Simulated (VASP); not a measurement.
Input of a VASP 6.6.1 run:

POSCAR

```
K
1.0
   -2.6699463634      2.6699463634      2.6699463634
    2.6699463634     -2.6699463634      2.6699463634
    2.6699463634      2.6699463634     -2.6699463634
K
1
Direct
    0.0000000000      0.0000000000      0.0000000000
```

Contents of INCAR.step1:

```
SYSTEM = K
PREC = Accurate
ENCUT = 520
ISMEAR = 0
SIGMA = 0.03
LREAL = .FALSE.
LASPH = .TRUE.
NELM = 60
NBANDS = 10
GGA = PE
ALGO = Normal
EDIFF = 1E-4
LWAVE = .TRUE.
LCHARG = .FALSE.
```

INCAR.step2

```
SYSTEM = K
PREC = Accurate
ENCUT = 520
EDIFF = 1E-6
ISMEAR = 0
SIGMA = 0.03
LREAL = .FALSE.
LASPH = .TRUE.
NELM = 60
ALGO = Normal
ISIF = 2
LWAVE = .FALSE.
LCHARG = .FALSE.
METAGGA = R2SCAN
LMIXTAU = .TRUE.
NBANDS = 10
ISTART = 1
```

File KPOINTS:

```
regular mesh
0
G
  8 8 8
  0 0 0
```

Potentials or basis: VASP PAW PBE potentials, release 64 (K_sv).

Launch:

```sh
$ cat potpaw_PBE.64/K_sv/POTCAR > POTCAR
$ cp INCAR.step1 INCAR
$ mpirun -np 1 vasp_std > vasp.out
$ cp INCAR.step2 INCAR
$ mpirun -np 1 vasp_std > vasp.out
```

Q: Predict the band gap on the k mesh.

A: Zero (an odd number of electrons rules out a gap without spin polarisation).

Q: Estimate the pressure.

A: 0.0 GPa.

Caveat: the PAW data sets were made with another functional, which shifts forces and pressure a little.
